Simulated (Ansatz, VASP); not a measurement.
# One calculation of Be3Pd2S, two programs

```xyz
6
Lattice="2.3884 1.3789 4.2353 -2.3884 1.3789 4.2353 0.0000 -2.7578 4.2353" Properties=species:S:1:pos:R:3 pbc="T T T"
Be    0.0000    1.3789    4.2353
Be   -1.1942   -0.6895    4.2353
Be    1.1942   -0.6895    4.2353
Pd    0.0000    0.0000    2.4164
Pd    0.0000    0.0000   10.2896
S     0.0000    0.0000    0.0000
```

Alike in both runs: functional PBE; k mesh 12 × 12 × 12; occupations gaussian, width 0.1 eV; no spin polarisation.

Ansatz relaxed the structure, and its values are those at the end. VASP's run is a single point on that final structure, the one shown.

|  | VASP | Ansatz |
| --- | --- | --- |
| version | VASP 6.6.1 | Ansatz 0.2.0 |
| potentials or method | VASP PAW PBE potentials, release 64 (Be, Pd, S), cutoff 520 eV | scalar-relativistic, plane waves, PAW |
| valence electrons in the cell | 32 | 48 |

```csv
,VASP,Ansatz,Ansatz less VASP
gap on the k mesh at the Fermi level (eV),none,none,-
pressure (GPa),0.0,0.0,-0.02
```

A gap of «none» marks a metal or a gap that the smearing closes. VASP's potentials hold 32 valence electrons a cell and Ansatz's 48, so a difference there can come from the potentials and not from the codes.
